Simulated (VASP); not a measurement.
# Mg2BeS3 (R-3m) in VASP: a series of runs

The runs below take Mg2BeS3 through single point, relaxation of cell and atoms, with PBE.

All numbers are computed with VASP 6.6.1; they aren't measurements. Logs are shortened: lines on timing, memory, paths and dates and some standing lists are left out, and cuts for length are marked.

**1. The cell of the first run**

The structure is trigonal, space group R-3m (No. 166). The conventional cell has a = 6.622 Å, b = 6.622 Å, c = 9.106 Å, α = 90.00°, β = 90.00°, γ = 120.00°. Within 3.2 Å of Mg (site symmetry 3m) lie 3 S at 2.39 Å and 1 Be at 2.96 Å and 1 Mg at 3.20 Å. Be (site symmetry -3m) has 6 S at 2.44 Å and 2 Mg at 2.96 Å within 3.2 Å. Within 3.2 Å of S (site symmetry 2/m) lie 2 Mg at 2.39 Å and 2 Be at 2.44 Å.

**2. Single point, PBE**

Contents of INCAR:

```
ALGO = Normal ; EDIFF = 1E-6
ENCUT = 600 ; GGA = PE
GGA_COMPAT = False ; ISIF = 2
ISMEAR = 0 ; LASPH = True
LCHARG = True ; LELF = True
LREAL = False ; LVHAR = True
LWAVE = False ; NBANDS = 21
NELM = 120 ; PREC = Accurate
SIGMA = 0.1
```

Contents of KPOINTS:

```
k-points
0
Gamma
  6 6 6
```

Contents of POSCAR:

```
Mg2BeS3
1.0
    3.3109967709      1.9116048770      3.0351671611
   -3.3109967709      1.9116048770      3.0351671611
    0.0000000000     -3.8232097539      3.0351671611
Mg Be S
2 1 3
Direct
    0.6754678423      0.6754678423      0.6754678423
    0.3245321577      0.3245321577      0.3245321577
    0.0000000000      0.0000000000      0.0000000000
    0.0000000000      0.5000000000      0.0000000000
    0.5000000000      0.0000000000      0.0000000000
    0.0000000000      0.0000000000      0.5000000000
```

Potentials or basis: VASP PAW PBE potentials, release 64 (Mg, Be, S).

Run with:

```bash
$ cat potpaw_PBE.64/Mg/POTCAR potpaw_PBE.64/Be/POTCAR potpaw_PBE.64/S/POTCAR > POTCAR
$ mpirun -np 1 vasp_std > vasp.out
```

OUTCAR:

```text
EDIFF = 1E-6
   ENCUT = 600
   GGA = PE
   ISIF = 2
   ISMEAR = 0
   LASPH = True
   LREAL = False
   NELM = 120
   PREC = Accurate

 ion  position               nearest neighbor table
   1  0.675  0.675  0.675-   4 2.39   5 2.39   6 2.39   3 2.96   2 3.20
   2  0.325  0.325  0.325-   4 2.39   5 2.39   6 2.39   3 2.96   1 3.20
   3  0.000  0.000  0.000-   6 2.44   6 2.44   4 2.44   5 2.44   4 2.44   5 2.44   1 2.96   2 2.96

   4  0.000  0.500  0.000-   1 2.39   2 2.39   3 2.44   3 2.44
   5  0.500  0.000  0.000-   1 2.39   2 2.39   3 2.44   3 2.44
   6  0.000  0.000  0.500-   1 2.39   2 2.39   3 2.44   3 2.44

  LATTYP: Found a trigonal (rhomboedric) cell.
 ALAT       =     4.8815133431
 COS(alpha) =     0.0798925470

  Lattice vectors:

 A1 = (   3.3109967709,   1.9116048770,   3.0351671611)
 A2 = (  -3.3109967709,   1.9116048770,   3.0351671611)
 A3 = (   0.0000000000,  -3.8232097539,   3.0351671611)

Analysis of symmetry for initial positions (statically):
=====================================================================
 Subroutine PRICEL returns:
 Original cell was already a primitive cell.

 Routine SETGRP: Setting up the symmetry group for a
 trigonal (rhombohedral) supercell.

 Subroutine GETGRP returns: Found 12 space group operations
 (whereof 12 operations were pure point group operations)
 out of a pool of 12 trial point group operations.

The static configuration has the point symmetry D_3d.

Analysis of symmetry for dynamics (positions and initial velocities):
=====================================================================
 Subroutine PRICEL returns:
 Original cell was already a primitive cell.

 Routine SETGRP: Setting up the symmetry group for a
 trigonal (rhombohedral) supercell.

 Subroutine GETGRP returns: Found 12 space group operations
 (whereof 12 operations were pure point group operations)
 out of a pool of 12 trial point group operations.

The dynamic configuration has the point symmetry D_3d.

 Subroutine INISYM returns: Found 12 space group operations
 (whereof 12 operations are pure point group operations),
 and found     1 'primitive' translations

----------------------------------------------------------------------------------------

                                     Primitive cell

  volume of cell :     115.2632

  direct lattice vectors                    reciprocal lattice vectors
     3.310996771  1.911604877  3.035167161     0.151011926  0.087186776  0.109823715
    -3.310996771  1.911604877  3.035167161    -0.151011926  0.087186776  0.109823715
     0.000000000 -3.823209754  3.035167161     0.000000000 -0.174373552  0.109823715

  length of vectors
     4.881513343  4.881513343  4.881513343     0.206076161  0.206076161  0.206076161

  position of ions in fractional coordinates (direct lattice)
     0.675467842  0.675467842  0.675467842
     0.324532158  0.324532158  0.324532158
     0.000000000  0.000000000  0.000000000
     0.000000000  0.500000000  0.000000000
     0.500000000  0.000000000  0.000000000
     0.000000000  0.000000000  0.500000000

  ion indices of the primitive-cell ions
   primitive index   ion index
                 1           1
                 2           2
                 3           3
                 4           4
                 5           5
                 6           6

----------------------------------------------------------------------------------------

 KPOINTS: k-points

Automatic generation of k-mesh.
 Grid dimensions read from file:
 generate k-points for:    6    6    6

 Generating k-lattice:

  Cartesian coordinates                     Fractional coordinates (reciprocal lattice)
     0.025168654  0.014531129  0.018303953     0.166666667  0.000000000  0.000000000
    -0.025168654  0.014531129  0.018303953     0.000000000  0.166666667  0.000000000
     0.000000000 -0.029062259  0.018303953     0.000000000  0.000000000  0.166666667

  Length of vectors
     0.034346027  0.034346027  0.034346027

  Shift w.r.t. Gamma in fractional coordinates (k-lattice)
     0.000000000  0.000000000  0.000000000

 Subroutine IBZKPT returns following result:
 ===========================================

 Found     32 irreducible k-points:

 Following reciprocal coordinates:
            Coordinates               Weight
  0.000000  0.000000  0.000000      1.000000
  0.166667 -0.000000  0.000000      6.000000
  0.333333 -0.000000 -0.000000      6.000000
  0.500000 -0.000000 -0.000000      3.000000
  0.166667  0.166667  0.000000      6.000000
  0.333333  0.166667 -0.000000     12.000000
[... 16 lines left out ...]
  0.500000  0.500000  0.166667      6.000000
 -0.333333  0.500000  0.166667     12.000000
 [... further k-points ...]
   k-points           NKPTS =     32   k-points in BZ     NKDIM =     32   number of bands    NBANDS=     21
   number of dos      NEDOS =    301   number of ions     NIONS =      6
   total plane-waves  NPLWV =  64000
   dimension x,y,z NGX =    40 NGY =   40 NGZ =   40
   dimension x,y,z NGXF=    80 NGYF=   80 NGZF=   80
   ions per type =               2   1   3
   NGX,Y,Z   is equivalent  to a cutoff of  13.62, 13.62, 13.62 a.u.
   NGXF,Y,Z  is equivalent  to a cutoff of  27.24, 27.24, 27.24 a.u.
 SYSTEM =  unknown system
   PREC   = accura    normal or accurate (medium, high low for compatibility)
   ISTART =      0    job   : 0-new  1-cont  2-samecut
   ICHARG =      2    charge: 1-file 2-atom 10-const
   ISPIN  =      1    spin polarized calculation?
   LNONCOLLINEAR =      F non collinear calculations
   LSORBIT =      F    spin-orbit coupling
   LASPH  =      T    aspherical Exc in radial PAW
   ENCUT  =  600.0 eV  44.10 Ry    6.64 a.u.   9.75  9.75  9.75*2*pi/ulx,y,z
   NELM   =    120;   NELMIN=  2; NELMDL= -5     # of ELM steps
   EDIFF  = 0.1E-05   stopping-criterion for ELM
   LREAL  =      F    real-space projection
   EDIFFG = 0.1E-04   stopping-criterion for IOM
   NSW    =      0    number of steps for IOM
   IBRION =     -1    ionic relax: 0-MD 1-quasi-New 2-CG
   NFREE  =      0    steps in history (QN), initial steepest desc. (CG)
   ISIF   =      2    stress and relaxation
   ISYM   =      2    0-nonsym 1-usesym 2-fastsym
   POTIM  = 0.5000    time-step for ionic-motion
   TEBEG  =    0.0;   TEEND  =   0.0 temperature during run
   PSTRESS=    0.0 pullay stress
   NELECT =      24.0000    total number of electrons
   NUPDOWN=      -1.0000    fix difference up-down
   EMIN   =  10.00;   EMAX   =-10.00  energy-range for DOS
   EFERMI =   0.00;   METHOD = LEGACY
   ISMEAR =     0;   SIGMA  =   0.10  broadening in eV -4-tet -1-fermi 0-gaus
   EFERMI_NEDOS =   21; number of points for ismear=-14 and -15
   IALGO  =     38    algorithm
   IMIX   =      4    mixing-type and parameters
     AMIX     =   0.40;   BMIX     =  1.00
     AMIX_MAG =   1.60;   BMIX_MAG =  1.00
  volume/ion in A,a.u.               =      19.21       129.64
  Fermi-wavevector in a.u.,A,eV,Ry     =   0.970320  1.833639 12.810170  0.941521
  Thomas-Fermi vector in A             =   2.100445
   LORBIT       =      0    0 simple, 1 ext, 2 COOP (PROOUT), +10 PAW based schemes
   GGA     = PE    functional components
   LHFCALC =     F    Hartree Fock is set to
   AEXX    =    0.0000 exact exchange contribution
   IVDW    =     0    specifies the selected vdW correction
   LEPSILON=     F    determine dielectric tensor
   LRPA    =     F    only Hartree local field effects (RPA)
 non-spin polarized calculation
 Gauss-broadening in eV      SIGMA  =   0.10
  energy-cutoff  :      600.00
  volume of cell :      115.26
 maximum number of plane-waves:      3863
   NGX = 19   NGY = 19   NGZ = 19

 number of electron      24.0000002 magnetization

 Free energy of the ion-electron system (eV)
  ---------------------------------------------------
  ext. energy  EPLUGINS =         0.00000000
  ---------------------------------------------------
  free energy    TOTEN  =       -21.73983887 eV

  energy without entropy =      -21.72907694  energy(sigma->0) =      -21.73445791

 E-fermi :   3.4786     XC(G=0):  -9.0983

 val. band max:        3.4741577114   @ k =  -0.1667   0.1667   0.0000
 cond. band min:       3.4969327963   @ k =   0.5000   0.5000  -0.0000
 fundamental gap:      0.0227750849
 Fermi energy:         3.4785653969

 k-point     1 :       0.0000    0.0000    0.0000
  band No.  band energies     occupation
      1      -9.7814      2.00000
      2      -7.7318      2.00000
      3      -7.7318      2.00000
      4      -2.1153      2.00000
      5      -0.6144      2.00000
      6      -0.6144      2.00000
[... 13 lines left out ...]
     20      10.1433      0.00000
     21      10.6482      0.00000

 k-point     2 :       0.1667   -0.0000    0.0000
  band No.  band energies     occupation
      1      -9.6876      2.00000
      2      -7.9020      2.00000
      3      -7.7234      2.00000
      4      -1.9302      2.00000
      5      -0.5699      2.00000
      6      -0.5169      2.00000
[... 13 lines left out ...]
     20       9.6863      0.00000
     21      10.7289      0.00000

 k-point     3 :       0.3333   -0.0000   -0.0000
  band No.  band energies     occupation
      1      -9.4324      2.00000
      2      -8.3005      2.00000
      3      -7.7064      2.00000
      4      -1.4818      2.00000
      5      -0.3848      2.00000
      6      -0.2869      2.00000
[... 13 lines left out ...]
     20       9.7192      0.00000
     21      10.1642      0.00000
[... 457 lines left out ...]
 k-point    23 :       0.5000    0.5000    0.1667
  band No.  band energies     occupation
      1      -8.7669      2.00000
      2      -8.4346      2.00000
      3      -8.2618      2.00000
      4      -2.0183      2.00000
      5      -1.3193      2.00000
      6      -0.2788      2.00000
[... 13 lines left out ...]
     20      10.6599      0.00000
     21      11.2432      0.00000

 k-point    24 :      -0.3333    0.5000    0.1667
  band No.  band energies     occupation
      1      -8.7603      2.00000
      2      -8.6107      2.00000
      3      -8.1292      2.00000
      4      -1.7196      2.00000
      5      -1.1157      2.00000
      6      -0.3703      2.00000
[... 13 lines left out ...]
     20      10.4070      0.00000
     21      11.1771      0.00000

 [... further k-points ...]
[... 5 lines left out ...]
  --------------------------------------------------------------------------------------
  -------------------------------------------------------------------------------------
  Total       -0.0087484     -0.0087484     -0.1288178      0.0000000     -0.0000000      0.0000000
  in kB       -0.1216046     -0.1216046     -1.7905876      0.0000000     -0.0000000      0.0000000
  external PRESSURE =      -0.6779323 kB  Pullay stress =       0.0000000 kB

 VOLUME and BASIS-vectors are now :
 -----------------------------------------------------------------------------
  energy-cutoff  :      600.00
  volume of cell :      115.26
      direct lattice vectors                 reciprocal lattice vectors
     3.310996771  1.911604877  3.035167161     0.151011926  0.087186776  0.109823715
    -3.310996771  1.911604877  3.035167161    -0.151011926  0.087186776  0.109823715
     0.000000000 -3.823209754  3.035167161     0.000000000 -0.174373552  0.109823715

 POSITION                                       TOTAL-FORCE (eV/Angst)
 -----------------------------------------------------------------------------------
      0.00000      0.00000      6.15047        -0.000000      0.000000      0.017674
      0.00000      0.00000      2.95503        -0.000000     -0.000000     -0.017674
      0.00000      0.00000      0.00000        -0.000000     -0.000000      0.000000
     -1.65550      0.95580      1.51758         0.000000     -0.000000      0.000000
      1.65550      0.95580      1.51758        -0.000000     -0.000000      0.000000
      0.00000     -1.91160      1.51758         0.000000     -0.000000      0.000000
 -----------------------------------------------------------------------------------
    total drift:                               -0.000000      0.000000     -0.000000

  FREE ENERGIE OF THE ION-ELECTRON SYSTEM (eV)
  ---------------------------------------------------
  free  energy   TOTEN  =       -21.7398388733 eV

  energy  without entropy=      -21.7290769443  energy(sigma->0) =      -21.73445791
```

It took 35 s on 1 thread of Intel Xeon 6975P-C (Granite Rapids), shared host; peak memory 0.29 GiB.

What came out:

- Free energy: -21.7398 eV
- Pressure: -0.1 GPa
- Largest force: 0.018 eV/Å
- Band gap on the k mesh: zero (band 12 reaches 3.56 eV, above the bottom of band 13 at 3.05 eV)

Forces on the atoms (eV/Å):
```
Mg   0.000  0.000  0.018
Mg   0.000  0.000 -0.018
Be   0.000  0.000  0.000
S    0.000  0.000  0.000
S    0.000  0.000  0.000
S    0.000  0.000  0.000
```

Stress tensor (GPa, compression positive):
```
-0.01  0.00  0.00
 0.00 -0.01  0.00
 0.00  0.00 -0.18
```

**3. Single point, PBE**

This run uses another cell than the first one, of 19.39 Å³/atom, 1.009 times its volume.

Contents of INCAR:

```
SYSTEM = Mg2BeS3
PREC = Accurate ; ENCUT = 600
EDIFF = 1E-6 ; ISMEAR = 0
SIGMA = 0.1 ; LREAL = .False.
LASPH = .True. ; NELM = 120
ALGO = Normal ; ISIF = 2
LWAVE = .False. ; LCHARG = .False.
GGA = PE ; NBANDS = 21
GGA_COMPAT = .False.
```

Contents of KPOINTS:

```
Automatic mesh
0
Gamma
  6 6 6
  0 0 0
```

Contents of POSCAR:

```
Mg2BeS3
1.0
    2.7651627200      1.5964674400      4.3927943000
   -2.7651627200      1.5964674400      4.3927943000
    0.0000000000     -3.1929348800      4.3927943000
Mg Be S
2 1 3
Direct
    0.6265190200      0.6265190200      0.6265190200
    0.3734809800      0.3734809800      0.3734809800
    0.0000000000      0.0000000000      0.0000000000
    0.0000000000      0.5000000000      0.0000000000
    0.5000000000      0.0000000000      0.0000000000
    0.0000000000      0.0000000000      0.5000000000
```

Potentials or basis: VASP PAW PBE potentials, release 64 (Mg, Be, S).

Run with:

```bash
$ cat potpaw_PBE.64/Mg/POTCAR potpaw_PBE.64/Be/POTCAR potpaw_PBE.64/S/POTCAR > POTCAR
$ mpirun -np 1 vasp_std > vasp.out
```

Run time: 42 s. Hardware: 1 thread of Intel Xeon 6975P-C (Granite Rapids), shared host; peak memory 0.37 GiB.

Results (log left out):

```
Free energy            : -16.9336 eV
Pressure               : -5.5 GPa
Largest force          : 0.005 eV/Å
Band gap on the k mesh : zero (band 12 reaches 5.45 eV, above the bottom of band 13 at 4.37 eV)
```

Forces in eV/Å, atoms in the order of the input:
```
Mg   0.000  0.000 -0.005
Mg   0.000  0.000  0.005
Be   0.000  0.000  0.000
S    0.000  0.000  0.000
S    0.000  0.000  0.000
S    0.000  0.000  0.000
```

Stress tensor (GPa, compression positive):
```
 -2.94   0.00   0.00
  0.00  -2.94   0.00
  0.00   0.00 -10.55
```

Levels at points of the mesh, in eV from the Fermi level:
| k point | band 9 | band 10 | band 11 | band 12 | band 13 | band 14 | band 15 | band 16 |
| --- | --- | --- | --- | --- | --- | --- | --- | --- |
| (0.00, 0.00, 0.00) | -3.40 | -3.40 | -0.93 | 0.46 | 1.10 | 1.10 | 1.30 | 1.39 |
| (0.50, 0.00, 0.00) | -3.10 | -2.81 | -2.66 | -1.23 | -0.23 | 0.55 | 1.22 | 2.40 |
| (0.50, 0.50, 0.00) | -2.89 | -2.57 | -2.44 | 0.00 | 0.71 | 1.24 | 1.28 | 1.39 |
| (0.50, 0.50, 0.50) | -2.56 | -1.08 | 0.52 | 0.62 | 0.62 | 1.32 | 1.45 | 1.45 |

**4. Relaxation of cell and atoms, PBE**

This run uses another cell than the first one, of 19.39 Å³/atom, 1.009 times its volume.

Contents of INCAR:

```
PREC = Accurate ; ENCUT = 600
EDIFF = 1E-7 ; ISMEAR = 0
SIGMA = 0.1 ; LREAL = F
LASPH = T ; NELM = 120
ALGO = Normal ; ISIF = 3
LWAVE = F ; LCHARG = F
GGA = PE ; IBRION = 2
NSW = 90 ; EDIFFG = -0.04
GGA_COMPAT = F ; NELMIN = 4
```

Contents of KPOINTS:

```
Automatic mesh
0
Gamma
  6 6 6
```

POSCAR is that of step 3.

Run with:

```bash
$ cat potpaw_PBE.64/Mg/POTCAR potpaw_PBE.64/Be/POTCAR potpaw_PBE.64/S/POTCAR > POTCAR
$ mpirun -np 1 vasp_std > vasp.out
```

Run time: 11 min. Hardware: 1 thread of Intel Xeon 6975P-C (Granite Rapids), shared host; peak memory 0.4 GiB.

It converged, with:

```
Free energy                            : -21.7347 eV
Relaxed volume                         : 19.15 Å³/atom
Relaxed cell                           : a = 4.875 Å, b = 4.875 Å, c = 4.875 Å, α = 85.56°, β = 85.56°, γ = 85.56°
Space group after relaxing (to 0.05 Å) : R-3m (No. 166)
Energy gained by relaxing              : 800.2 meV/atom
Ionic steps                            : 25
Pressure after relaxing                : 0.0 GPa
Largest force after relaxing           : 0.028 eV/Å
Band gap on the k mesh                 : zero (band 12 reaches 3.58 eV, above the bottom of band 13 at 3.06 eV)
```

Forces in eV/Å, atoms in the order of the input:
```
Mg   0.000  0.000  0.028
Mg   0.000  0.000 -0.028
Be   0.000  0.000  0.000
S    0.000  0.000  0.000
S    0.000  0.000  0.000
S    0.000  0.000  0.000
```

Stress tensor (GPa, compression positive):
```
-0.08  0.00  0.00
 0.00 -0.08  0.00
 0.00  0.00  0.20
```

The path:
| step | energy change (eV) | largest force (eV/Å) | pressure (GPa) | volume (Å³) |
| --- | --- | --- | --- | --- |
| 1 | 0.0000 | 0.0052 | -5.49 | 116.35 |
| 2 | -0.4432 | 0.0577 | -1.29 | 105.44 |
| 3 | -0.6039 | 0.0846 | 2.64 | 98.17 |
| 4 | -0.6224 | 0.0988 | 4.95 | 94.88 |
| 5 | -0.9957 | 0.3342 | 7.29 | 92.78 |
| 6 | -2.6741 | 1.9003 | 17.01 | 85.15 |
| 7 | -2.1586 | 3.2814 | 26.32 | 80.83 |
| 8 | -2.6714 | 2.1677 | 18.71 | 84.21 |
| 9 | -2.8280 | 2.3747 | 18.33 | 84.78 |
| 10 | -2.9531 | 2.8913 | 18.24 | 85.76 |
| 11 | -3.2411 | 2.6197 | 15.53 | 87.79 |
| 12 | -3.8975 | 1.9844 | 8.63 | 94.06 |
| 13 | -4.4704 | 1.3359 | -0.76 | 107.46 |
| 14 | -4.4927 | 1.2823 | -2.07 | 110.24 |
| 15 | -4.4946 | 1.2703 | -2.42 | 111.04 |
| 16 | -4.5582 | 1.1025 | -1.84 | 110.51 |
| 17 | -4.6909 | 0.5990 | 0.19 | 108.94 |
| 18 | -4.6610 | 0.6002 | 5.57 | 105.80 |
| 19 | -4.7304 | 0.1709 | 2.13 | 107.66 |
| 20 | -4.7309 | 0.1070 | 2.41 | 107.49 |
| 21 | -4.7669 | 0.0681 | 1.65 | 109.60 |
| 22 | -4.7980 | 0.0222 | -0.22 | 116.03 |
| 23 | -4.8001 | 0.0229 | 0.10 | 114.79 |
| 24 | -4.8001 | 0.0229 | 0.14 | 114.64 |
| 25 | -4.8011 | 0.0283 | 0.01 | 114.89 |

Final structure:
```xyz
6
Lattice="3.3113 1.9118 3.0250 -3.3113 1.9118 3.0250 0.0000 -3.8235 3.0250" Properties=species:S:1:pos:R:3 pbc="T T T"
Mg    0.0000    0.0000    6.1249
Mg    0.0000    0.0000    2.9501
Be    0.0000    0.0000    0.0000
S    -1.6556    0.9559    1.5125
S     1.6556    0.9559    1.5125
S     0.0000   -1.9118    1.5125
```

Levels at points of the mesh, in eV from the Fermi level:
```csv
k point,band 10,band 11,band 12,band 13,band 14,band 15
"(0.00, 0.00, 0.00)",-1.10,-0.43,-0.43,-0.38,1.56,3.64
"(0.50, 0.00, 0.00)",-1.80,-1.33,-0.49,1.26,2.33,4.40
"(0.50, 0.50, 0.00)",-2.11,-0.49,0.02,1.07,3.49,4.13
"(0.50, 0.50, 0.50)",-0.56,-0.29,-0.29,0.51,3.53,3.92
```

(Continued in part 2 of 2.)
